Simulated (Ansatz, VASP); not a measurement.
Mg in VASP and in Ansatz

The input INCAR:

```
SYSTEM = Mg
PREC = Accurate ; ENCUT = 520
EDIFF = 1E-6 ; ISMEAR = -5
SIGMA = 0.05 ; LREAL = .FALSE.
LASPH = .TRUE. ; NELM = 80
ALGO = Normal ; ISIF = 2
LWAVE = .FALSE. ; LCHARG = .FALSE.
GGA = PE ; NBANDS = 7
```

KPOINTS

```
Automatic mesh
0
G
  8 8 8
  0 0 0
```

POSCAR

```
Mg
1.0
   -1.8789420000      1.7781470000      1.6819120000
    1.8451470000     -1.8054470000      1.6748110000
    1.8992570000      1.8257610000     -1.7117570000
Mg
1
Direct
    0.0000000000      0.0000000000      0.0000000000
```

The input input.yaml:

```yaml
crystal:
  lattice:
    - [-1.878942, 1.778147, 1.681912]
    - [1.845147, -1.805447, 1.674811]
    - [1.899257, 1.825761, -1.711757]
  atoms:
    - { symbol: Mg, position: [0.0, 0.0, 0.0] }
hamiltonian:
  xc: pbe
  pseudopotentials: { kind: paw, accuracy: standard }
kpoints:
  mp_grid: { grid: [8, 8, 8] }
scf:
  occupations: { method: tetrahedron }
output:
  forces: true
  stress: true
  bader: true
  populations: true
  write_density: true
  write_potential: true
  elf: true
  volumetric_format: npy
```

Change from the starting cell: cell strained at random at fixed volume.

Alike in both runs: functional PBE; k mesh 8 × 8 × 8; occupations tetrahedron; no spin polarisation.

|  | VASP | Ansatz |
| --- | --- | --- |
| version | VASP 6.6.1 | Ansatz 0.2.0 |
| potentials or method | VASP PAW PBE potentials, release 64 (Mg) | SSSP efficiency PAW |
| plane-wave cutoff (eV) | 520 | 408 |
| valence electrons in the cell | 2 | 2 |
| task | single point | atomic charges |

Ansatz gave:

- gap on the k mesh at the Fermi level (eV): none
- pressure (GPa): 0.1
- traceless stress, the component that is largest in VASP (GPa): -0.20

Q: Estimate VASP's values.

A: gap on the k mesh at the Fermi level (eV): none; pressure (GPa): 0.0; traceless stress, the component that is largest in VASP (GPa): -0.64.

A gap of «none» marks a metal or a gap that the smearing closes. The functional is the same, so the differences come from potentials, cutoffs and numerics.
